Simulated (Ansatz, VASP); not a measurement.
Two plane-wave programs on BN

```
B N
1.0
     1.25012    0.72176    3.25333
    -1.25012    0.72176    3.25333
     0.00000   -1.44352    3.25333
B N
1 1
Direct
  0.99969 0.99969 0.99969
  0.33274 0.33274 0.33274
```

Alike in both runs: task single point; functional HF; k mesh 8 × 8 × 8; no spin polarisation.

```csv
,VASP,Ansatz
version,VASP 6.6.1,Ansatz 0.2.0
potentials or method,"VASP PAW PBE potentials, release 64 (B, N)","plane waves, PAW"
plane-wave cutoff (eV),520,420
occupations,"gaussian, width 0.01 eV",fixed
valence electrons in the cell,8,8
```

Ansatz gave:

* gap on the k mesh at the Fermi level (eV): 12.90
* pressure (GPa): -0.9
* traceless stress, the component that is largest in VASP (GPa): 6.90

Which values does VASP return?

gap on the k mesh at the Fermi level (eV): 12.92; pressure (GPa): -0.8; traceless stress, the component that is largest in VASP (GPa): 6.26.

VASP's potentials were made for PBE, not for HF. Ansatz's warnings: stress exchange threshold loose, stress scf threshold loose.
